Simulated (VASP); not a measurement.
# HgTe: single point with PBE

The system is HgTe.

```
Hg Te
1.0
     0.00000    3.07712    3.07712
     3.07712    0.00000    3.07712
     3.07712    3.07712    0.00000
Hg Te
1 1
Direct
  0.79100 0.87400 0.51300
  0.29100 0.37400 0.01300
```

```yaml
Program: VASP 6.6.1
Task: single point
Functional: PBE
Potentials_or_basis: VASP PAW PBE potentials, release 64 (Hg, Te)
Cutoff: 520 eV
k_mesh: 4 × 4 × 4
Occupations: methfessel-paxton, width 0.0680285 eV
Spin: collinear spin, ferromagnetic start
Starting_moments: "[-0.1, 0.0] μB"
```

The pressure is 1.2 GPa, the band gap on the k mesh is zero (filled and empty bands overlap) and the net moment is 0.00 μB per cell. The valence electrons inside the program's atomic spheres are Hg 10.38; Te 3.35.

Levels at points of the mesh, in eV from the Fermi level:
Spin up:
```tsv
k point	band 5	band 6	band 7	band 8	band 9	band 10	band 11	band 12	band 13	band 14
(0.00, 0.00, 0.00)	-6.99	-6.99	-1.39	-0.91	-0.91	-0.91	7.30	7.30	7.30	7.34
(0.50, 0.00, 0.00)	-6.84	-6.84	-5.77	-0.01	-0.01	2.35	3.22	3.64	3.64	10.00
(0.50, 0.50, 0.00)	-6.77	-6.20	-4.37	-3.09	-2.43	-2.43	4.57	8.68	8.68	9.23
```
Spin down:
```tsv
k point	band 6	band 7	band 8	band 9	band 10	band 11	band 12	band 13
(0.00, 0.00, 0.00)	-6.99	-1.40	-0.91	-0.91	-0.91	7.30	7.30	7.30
(0.50, 0.00, 0.00)	-6.84	-5.77	-0.01	-0.01	2.35	3.22	3.64	3.64
(0.50, 0.50, 0.00)	-6.20	-4.37	-3.09	-2.43	-2.43	4.57	8.68	8.68
```

Run time: 19 s on 1 thread of Intel(R) Xeon(R) Platinum 8259CL CPU @ 2.50GHz (Skylake/Cascade Lake) (shared host), peak memory 0.2 GiB.

Caveat: the k points lie up to 0.44 Å⁻¹ apart; spin-orbit coupling is left out, which moves the levels of the heavy elements.
